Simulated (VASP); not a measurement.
# GaN (P6_3mc) in VASP: a series of runs

GaN is run at these levels: PBE, LDA, PBE+D4; tasks: relaxation of cell and atoms.

Program: VASP 6.6.1. These are calculated values, not measurements. Logs are shortened: lines on timing, memory, paths and dates and some standing lists are left out, and cuts for length are marked.

## Step 1: The cell of the first run

Symmetry: P6_3mc, No. 186, hexagonal system. Conventional cell: a = 3.180 Å, b = 3.180 Å, c = 5.166 Å, α = 90.00°, β = 90.00°, γ = 120.00°. Within 2.6 Å of Ga (site symmetry 3m) lie 4 N at 1.94 to 1.95 Å. Within 2.6 Å of N (site symmetry 3m) lie 4 Ga at 1.94 to 1.95 Å.

## Step 2: Relaxation of cell and atoms, PBE

INCAR

```
PREC = Accurate
ENCUT = 600
EDIFF = 1E-6
ISMEAR = 0
SIGMA = 0.01
LREAL = F
LASPH = T
NELM = 100
ALGO = Normal
ISIF = 3
LWAVE = F
LCHARG = F
GGA = PE
IBRION = 2
NSW = 80
EDIFFG = -0.05
```

KPOINTS

```
Automatic mesh
0
Gamma
  12 12 4
```

POSCAR

```
GaN
1.0
    3.1800000000      0.0000000000      0.0000000000
   -1.5900000000      2.7539610000      0.0000000000
    0.0000000000      0.0000000000      5.1660000000
Ga N
2 2
Direct
    0.3333333333      0.6666666667      0.0000000000
    0.6666666667      0.3333333333      0.5000000000
    0.3333333333      0.6666666667      0.3750000000
    0.6666666667      0.3333333333      0.8750000000
```

Potentials or basis: VASP PAW PBE potentials, release 64 (Ga_d, N).

Command:

```
$ cat potpaw_PBE.64/Ga_d/POTCAR potpaw_PBE.64/N/POTCAR > POTCAR
$ mpirun -np 1 vasp_std > vasp.out
```

OUTCAR:

```text
PREC = Accurate
   ENCUT = 600
   EDIFF = 1E-6
   ISMEAR = 0
   LREAL = F
   LASPH = T
   NELM = 100
   ISIF = 3
   GGA = PE
   IBRION = 2
   NSW = 80
   EDIFFG = -0.05

 ion  position               nearest neighbor table
   1  0.333  0.667  0.000-   3 1.94   4 1.95   4 1.95   4 1.95
   2  0.667  0.333  0.500-   4 1.94   3 1.95   3 1.95   3 1.95
   3  0.333  0.667  0.375-   1 1.94   2 1.95   2 1.95   2 1.95
   4  0.667  0.333  0.875-   2 1.94   1 1.95   1 1.95   1 1.95

  LATTYP: Found a hexagonal cell.
 ALAT       =     3.1800000000
 C/A-ratio  =     1.6245283019

  Lattice vectors:

 A1 = (   3.1800000000,   0.0000000000,   0.0000000000)
 A2 = (  -1.5900000000,   2.7539610000,   0.0000000000)
 A3 = (   0.0000000000,   0.0000000000,   5.1660000000)

Analysis of symmetry for initial positions (statically):
=====================================================================
 Subroutine PRICEL returns:
 Original cell was already a primitive cell.

 Routine SETGRP: Setting up the symmetry group for a
 hexagonal supercell.

 Subroutine GETGRP returns: Found 12 space group operations
 (whereof  6 operations were pure point group operations)
 out of a pool of 24 trial point group operations.

The static configuration has the point symmetry C_3v.
 The point group associated with its full space group is C_6v.

Analysis of symmetry for dynamics (positions and initial velocities):
=====================================================================
 Subroutine PRICEL returns:
 Original cell was already a primitive cell.

 Routine SETGRP: Setting up the symmetry group for a
 hexagonal supercell.

 Subroutine GETGRP returns: Found 12 space group operations
 (whereof  6 operations were pure point group operations)
 out of a pool of 24 trial point group operations.

The dynamic configuration has the point symmetry C_3v.
 The point group associated with its full space group is C_6v.

 Subroutine INISYM returns: Found 12 space group operations
 (whereof  6 operations are pure point group operations),
 and found     1 'primitive' translations

----------------------------------------------------------------------------------------

                                     Primitive cell

  volume of cell :      45.2417

  direct lattice vectors                    reciprocal lattice vectors
     3.180000000  0.000000000  0.000000000     0.314465409  0.181556674  0.000000000
    -1.590000000  2.753961000  0.000000000     0.000000000  0.363113348  0.000000000
     0.000000000  0.000000000  5.166000000     0.000000000  0.000000000  0.193573364

  length of vectors
     3.180000000  3.180000187  5.166000000     0.363113370  0.363113348  0.193573364

  position of ions in fractional coordinates (direct lattice)
     0.333333333  0.666666667  0.000000000
     0.666666667  0.333333333  0.500000000
     0.333333333  0.666666667  0.375000000
     0.666666667  0.333333333  0.875000000

  ion indices of the primitive-cell ions
   primitive index   ion index
                 1           1
                 2           2
                 3           3
                 4           4

----------------------------------------------------------------------------------------

 KPOINTS: Automatic mesh

Automatic generation of k-mesh.
 Grid dimensions read from file:
 generate k-points for:   12   12    4

 Generating k-lattice:

  Cartesian coordinates                     Fractional coordinates (reciprocal lattice)
     0.026205451  0.015129723  0.000000000     0.083333333  0.000000000  0.000000000
     0.000000000  0.030259446  0.000000000     0.000000000  0.083333333  0.000000000
     0.000000000  0.000000000  0.048393341     0.000000000  0.000000000  0.250000000

  Length of vectors
     0.030259447  0.030259446  0.048393341

  Shift w.r.t. Gamma in fractional coordinates (k-lattice)
     0.000000000  0.000000000  0.000000000

 Subroutine IBZKPT returns following result:
 ===========================================

 Found     57 irreducible k-points:

 Following reciprocal coordinates:
            Coordinates               Weight
  0.000000  0.000000  0.000000      1.000000
  0.083333  0.000000  0.000000      6.000000
  0.166667  0.000000  0.000000      6.000000
  0.250000  0.000000  0.000000      6.000000
  0.333333  0.000000  0.000000      6.000000
  0.416667  0.000000  0.000000      6.000000
[... 16 lines left out ...]
  0.250000  0.000000  0.250000     12.000000
  0.333333  0.000000  0.250000     12.000000
 [... further k-points ...]
   k-points           NKPTS =     57   k-points in BZ     NKDIM =     57   number of bands    NBANDS=     22
   number of dos      NEDOS =    301   number of ions     NIONS =      4
   total plane-waves  NPLWV =  32928
   dimension x,y,z NGX =    28 NGY =   28 NGZ =   42
   dimension x,y,z NGXF=    56 NGYF=   56 NGZF=   84
   ions per type =               2   2
   NGX,Y,Z   is equivalent  to a cutoff of  14.64, 14.64, 13.52 a.u.
   NGXF,Y,Z  is equivalent  to a cutoff of  29.28, 29.28, 27.03 a.u.
 SYSTEM =  unknown system
   PREC   = accura    normal or accurate (medium, high low for compatibility)
   ISTART =      0    job   : 0-new  1-cont  2-samecut
   ICHARG =      2    charge: 1-file 2-atom 10-const
   ISPIN  =      1    spin polarized calculation?
   LNONCOLLINEAR =      F non collinear calculations
   LSORBIT =      F    spin-orbit coupling
   LASPH  =      T    aspherical Exc in radial PAW
   ENCUT  =  600.0 eV  44.10 Ry    6.64 a.u.   6.35  6.35 10.32*2*pi/ulx,y,z
   NELM   =    100;   NELMIN=  2; NELMDL= -5     # of ELM steps
   EDIFF  = 0.1E-05   stopping-criterion for ELM
   LREAL  =      F    real-space projection
   EDIFFG = -.5E-01   stopping-criterion for IOM
   NSW    =     80    number of steps for IOM
   IBRION =      2    ionic relax: 0-MD 1-quasi-New 2-CG
   NFREE  =      1    steps in history (QN), initial steepest desc. (CG)
   ISIF   =      3    stress and relaxation
   ISYM   =      2    0-nonsym 1-usesym 2-fastsym
   POTIM  = 0.5000    time-step for ionic-motion
   TEBEG  =    0.0;   TEEND  =   0.0 temperature during run
   PSTRESS=    0.0 pullay stress
   NELECT =      36.0000    total number of electrons
   NUPDOWN=      -1.0000    fix difference up-down
   EMIN   =  10.00;   EMAX   =-10.00  energy-range for DOS
   EFERMI =   0.00;   METHOD = LEGACY
   ISMEAR =     0;   SIGMA  =   0.01  broadening in eV -4-tet -1-fermi 0-gaus
   EFERMI_NEDOS =   21; number of points for ismear=-14 and -15
   IALGO  =     38    algorithm
   IMIX   =      4    mixing-type and parameters
     AMIX     =   0.40;   BMIX     =  1.00
     AMIX_MAG =   1.60;   BMIX_MAG =  1.00
  volume/ion in A,a.u.               =      11.31        76.33
  Fermi-wavevector in a.u.,A,eV,Ry     =   1.517036  2.866782 31.312425  2.301398
  Thomas-Fermi vector in A             =   2.626345
   LORBIT       =      0    0 simple, 1 ext, 2 COOP (PROOUT), +10 PAW based schemes
   GGA     = PE    functional components
   LHFCALC =     F    Hartree Fock is set to
   AEXX    =    0.0000 exact exchange contribution
   IVDW    =     0    specifies the selected vdW correction
   LEPSILON=     F    determine dielectric tensor
   LRPA    =     F    only Hartree local field effects (RPA)
 conjugate gradient relaxation of ions
 non-spin polarized calculation
 Gauss-broadening in eV      SIGMA  =   0.01
  energy-cutoff  :      600.00
  volume of cell :       45.24
 maximum number of plane-waves:      1530
 NGX is ok and might be reduce to    28
   NGX = 13   NGY = 13   NGZ = 21

--------------------------------------- Ionic step        1  -------------------------------------------

 number of electron      35.9999995 magnetization

 Free energy of the ion-electron system (eV)
  ---------------------------------------------------
  ext. energy  EPLUGINS =         0.00000000
  ---------------------------------------------------
  free energy    TOTEN  =       -24.28801258 eV

  energy without entropy =      -24.28801258  energy(sigma->0) =      -24.28801258

------------------------ aborting loop because EDIFF is reached ----------------------------------------

  FORCE on cell =-STRESS in cart. coord.  units (eV):
  Direction    XX          YY          ZZ          XY          YZ          ZX
  --------------------------------------------------------------------------------------
  -------------------------------------------------------------------------------------
  Total        1.8200676      1.8200679      2.4301388      0.0000000      0.0000000     -0.0000000
  in kB       64.4553231     64.4553332     86.0601992      0.0000000      0.0000000     -0.0000000
  external PRESSURE =      71.6569519 kB  Pullay stress =       0.0000000 kB
[... 61 lines left out ...]
  energy  without entropy=      -24.2998474840  energy(sigma->0) =      -24.29984748

--------------------------------------- Ionic step        3  -------------------------------------------

 number of electron      36.0000003 magnetization

 Free energy of the ion-electron system (eV)
  ---------------------------------------------------
  ext. energy  EPLUGINS =         0.00000000
  ---------------------------------------------------
  free energy    TOTEN  =       -24.32819850 eV

  energy without entropy =      -24.32819850  energy(sigma->0) =      -24.32819850

 E-fermi :   5.1036     XC(G=0): -11.5152

 val. band max:        5.0119025579   @ k =   0.0000   0.0000   0.0000
 cond. band min:       6.7224975339   @ k =   0.0000   0.0000   0.0000
 fundamental gap:      1.7105949759
 Fermi energy:         5.1036160066

 k-point     1 :       0.0000    0.0000    0.0000
  band No.  band energies     occupation
      1     -10.7269      2.00000
      2      -9.9036      2.00000
      3      -8.4129      2.00000
      4      -8.3978      2.00000
      5      -8.3978      2.00000
      6      -8.3421      2.00000
[... 574 lines left out ...]
      6      -8.2203      2.00000
[... 14 lines left out ...]
     21      12.0263      0.00000
     22      12.9783      0.00000

 [... further k-points ...]
[... 5 lines left out ...]
  --------------------------------------------------------------------------------------
  -------------------------------------------------------------------------------------
  Total        0.0076473      0.0076473     -0.0432006      0.0000000      0.0000000     -0.0000000
  in kB        0.2605066      0.2605066     -1.4716289      0.0000000      0.0000000     -0.0000000
  external PRESSURE =      -0.3168719 kB  Pullay stress =       0.0000000 kB
[... 19 lines left out ...]
  FREE ENERGIE OF THE ION-ELECTRON SYSTEM (eV)
  ---------------------------------------------------
  free  energy   TOTEN  =       -24.3281984954 eV

  energy  without entropy=      -24.3281984954  energy(sigma->0) =      -24.32819850

 reached required accuracy - stopping structural energy minimisation
```

Run time: 5.8 min. Hardware: 1 thread of AMD EPYC 7R13, shared host; peak memory 0.19 GiB.

Results:

* Free energy: -24.3282 eV
* Relaxed volume: 11.76 Å³/atom
* Relaxed cell: a = 3.217 Å, b = 3.217 Å, c = 5.247 Å, α = 90.00°, β = 90.00°, γ = 120.00°
* Space group after relaxing (to 0.1 Å): P6_3mc (No. 186)
* Energy gained by relaxing: 10.0 meV/atom
* Ionic steps: 3
* Pressure after relaxing: 0.0 GPa
* Largest force after relaxing: 0.010 eV/Å
* Band gap on the k mesh: 1.71 eV

Forces in eV/Å, atoms in the order of the input:
```
Ga   0.000  0.000 -0.010
Ga   0.000  0.000 -0.010
N    0.000  0.000  0.010
N    0.000  0.000  0.010
```

The path:
| step | energy change (eV) | largest force (eV/Å) | pressure (GPa) | volume (Å³) |
| --- | --- | --- | --- | --- |
| 1 | 0.0000 | 0.1344 | 7.17 | 45.24 |
| 2 | -0.0118 | 0.0621 | -5.26 | 48.63 |
| 3 | -0.0402 | 0.0105 | -0.03 | 47.03 |

Final structure:
```
CELL_PARAMETERS angstrom
3.21727 0.00000 0.00000
-1.60863 2.78624 0.00000
0.00000 0.00000 5.24683
ATOMIC_POSITIONS crystal
Ga 0.33333 0.66667 0.99931
Ga 0.66667 0.33333 0.49931
N 0.33333 0.66667 0.37569
N 0.66667 0.33333 0.87569
```

Levels at points of the mesh, in eV from the valence-band top:
| k point | band 15 | band 16 | band 17 | band 18 | band 19 | band 20 | band 21 | band 22 |
| --- | --- | --- | --- | --- | --- | --- | --- | --- |
| (0.00, 0.00, 0.00) | -0.99 | -0.05 | 0.00 | 0.00 | 1.71 | 4.08 | 9.01 | 9.73 |
| (0.50, 0.00, 0.00) | -4.07 | -2.64 | -2.12 | -0.96 | 4.99 | 5.37 | 5.97 | 8.34 |
| (0.00, 0.00, 0.50) | -0.51 | -0.51 | -0.51 | -0.51 | 4.06 | 4.06 | 8.31 | 8.31 |
| (0.50, 0.00, 0.50) | -1.87 | -1.87 | -1.84 | -1.84 | 4.30 | 4.30 | 7.57 | 7.57 |

As with any semilocal functional, this PBE gap is likely too small. PBE usually gives volumes a little too large and moduli too small.

## Step 3: Relaxation of cell and atoms, LDA

INCAR

```
PREC     = Accurate       # precision mode
ENCUT    = 600            # plane-wave cutoff, eV
EDIFF    = 1E-6           # SCF threshold, eV
ISMEAR   = 0              # smearing method
SIGMA    = 0.01           # smearing width, eV
LREAL    = False          # projectors in reciprocal space
LASPH    = True           # aspherical terms in the spheres
NELM     = 80             # most SCF steps
ALGO     = Normal         # electronic algorithm
ISIF     = 3              # what is computed and relaxed
LWAVE    = False          # write WAVECAR
LCHARG   = False          # write CHGCAR
IBRION   = 2              # ionic algorithm
NSW      = 80             # ionic steps
EDIFFG   = -0.05          # ionic threshold
```

KPOINTS is that of step 2.

POSCAR is that of step 2.

Potentials or basis: VASP PAW LDA potentials, release 64 (Ga_d, N).

Command:

```
$ cat potpaw_LDA.64/Ga_d/POTCAR potpaw_LDA.64/N/POTCAR > POTCAR
$ mpirun -np 1 vasp_std > vasp.out
```

Run time: 6.4 min. Hardware: 1 thread of AMD EPYC 7R13, shared host; peak memory 0.17 GiB.

Results (log left out):

| Quantity | Value |
| --- | --- |
| Free energy | -27.9123 eV |
| Relaxed volume | 11.10 Å³/atom |
| Relaxed cell | a = 3.157 Å, b = 3.157 Å, c = 5.147 Å, α = 90.00°, β = 90.00°, γ = 120.00° |
| Space group after relaxing (to 0.1 Å) | P6_3mc (No. 186) |
| Energy gained by relaxing | 2.7 meV/atom |
| Ionic steps | 3 |
| Pressure after relaxing | 0.0 GPa |
| Largest force after relaxing | 0.011 eV/Å |
| Band gap on the k mesh | 2.11 eV |

Forces on the atoms (eV/Å):
```
Ga   0.000  0.000 -0.011
Ga   0.000  0.000 -0.011
N    0.000  0.000  0.011
N    0.000  0.000  0.011
```

Step by step:
| step | energy change (eV) | largest force (eV/Å) | pressure (GPa) | volume (Å³) |
| --- | --- | --- | --- | --- |
| 1 | 0.0000 | 0.1275 | -3.55 | 45.24 |
| 2 | 0.0000 | 0.1148 | 3.88 | 43.62 |
| 3 | -0.0109 | 0.0107 | 0.02 | 44.42 |

Final structure:
```
Ga N
1.0
     3.15661    0.00000    0.00000
    -1.57831    2.73371    0.00000
     0.00000    0.00000    5.14726
Ga N
2 2
Cartesian
  0.0000 1.8225 5.1442
  1.5783 0.9112 2.5705
  0.0000 1.8225 1.9333
  1.5783 0.9112 4.5069
```

Levels at points of the mesh, in eV from the valence-band top:
```csv
k point,band 15,band 16,band 17,band 18,band 19,band 20,band 21,band 22
"(0.00, 0.00, 0.00)",-1.08,-0.06,0.00,0.00,2.11,4.35,9.19,9.88
"(0.50, 0.00, 0.00)",-4.39,-2.87,-2.33,-1.04,4.99,5.64,5.98,8.68
"(0.00, 0.00, 0.50)",-0.55,-0.55,-0.55,-0.55,4.38,4.38,8.44,8.44
"(0.50, 0.00, 0.50)",-2.03,-2.03,-1.98,-1.98,4.37,4.37,7.78,7.78
```

## Step 4: Relaxation of cell and atoms, PBE+D4

INCAR

```
SYSTEM = GaN
  ALGO = Normal
  EDIFF = 1E-6
  EDIFFG = -0.05
  ENCUT = 600
  GGA = PE
  IBRION = 2
  ISIF = 3
  ISMEAR = 0
  IVDW = 13
  LASPH = .True.
  LCHARG = .False.
  LREAL = .False.
  LWAVE = .False.
  NELM = 80
  NSW = 80
  PREC = Accurate
  SIGMA = 0.01
```

KPOINTS

```
k-points
0
Gamma
  12 12 4
  0 0 0
```

POSCAR is that of step 3.

Potentials or basis: VASP PAW PBE potentials, release 64 (Ga_d, N).

Command:

```
$ cat potpaw_PBE.64/Ga_d/POTCAR potpaw_PBE.64/N/POTCAR > POTCAR
$ mpirun -np 1 vasp_std > vasp.out
```

Wall time 5.4 min (1 thread of AMD EPYC 7R13, shared host); peak memory 0.19 GiB.

The run converged. Its results:

| Item | Value |
| --- | --- |
| Free energy | -25.9100 eV |
| Relaxed volume | 11.39 Å³/atom |
| Relaxed cell | a = 3.184 Å, b = 3.184 Å, c = 5.192 Å, α = 90.00°, β = 90.00°, γ = 120.00° |
| Space group after relaxing (to 0.1 Å) | P6_3mc (No. 186) |
| Energy gained by relaxing | 0.8 meV/atom |
| Ionic steps | 3 |
| Pressure after relaxing | -0.1 GPa |
| Largest force after relaxing | 0.008 eV/Å |
| Band gap on the k mesh | 1.92 eV |
| Dispersion energy per atom | -0.402 eV |

Forces in eV/Å, atoms in the order of the input:
```
Ga   0.000  0.000 -0.008
Ga   0.000  0.000 -0.008
N    0.000  0.000  0.008
N    0.000  0.000  0.008
```

Stress tensor (GPa, compression positive):
```
-0.09  0.00  0.00
 0.00 -0.09  0.00
 0.00  0.00 -0.24
```

Step by step:
```tsv
step	energy change (eV)	largest force (eV/Å)	pressure (GPa)	volume (Å³)
1	0.0000	0.1339	1.35	45.24
2	-0.0007	0.0930	-1.14	45.87
3	-0.0030	0.0078	-0.14	45.57
```

Final structure:
```xyz
4
Lattice="3.1835 0.0000 0.0000 -1.5918 2.7570 0.0000 0.0000 0.0000 5.1919" Properties=species:S:1:pos:R:3 pbc="T T T"
Ga    0.0000    1.8380    5.1885
Ga    1.5918    0.9190    2.5925
N     0.0000    1.8380    1.9504
N     1.5918    0.9190    4.5464
```

Levels at points of the mesh, in eV from the valence-band top:
```tsv
k point	band 14	band 15	band 16	band 17	band 18	band 19	band 20	band 21	band 22
(0.00, 0.00, 0.00)	-1.03	-1.03	-0.05	0.00	0.00	1.92	4.28	9.19	9.92
(0.50, 0.00, 0.00)	-5.30	-4.22	-2.74	-2.21	-1.00	5.08	5.57	6.04	8.60
(0.00, 0.00, 0.50)	-3.86	-0.53	-0.53	-0.53	-0.53	4.26	4.26	8.47	8.47
(0.50, 0.00, 0.50)	-6.61	-1.94	-1.94	-1.91	-1.91	4.41	4.41	7.78	7.78
```

## Step 5: Overview

```tsv
level	potentials or basis	gap on the mesh (eV)	pressure (GPa)	relaxed volume (Å³/atom)	largest force (eV/Å)
PBE	VASP PAW PBE potentials, release 64 (Ga_d, N)	1.71	0.0	11.76	0.01
LDA	VASP PAW LDA potentials, release 64 (Ga_d, N)	2.11	0.0	11.10	0.01
PBE+D4	VASP PAW PBE potentials, release 64 (Ga_d, N)	1.92	-0.1	11.39	0.01
```

Alike in all rows: task relaxation of cell and atoms; no spin polarisation; cell relaxed; k mesh 12 × 12 × 4; cutoff (eV) 600; smearing gaussian 0.01 eV.

Absolute energies hang on the potentials; compare differences alone.
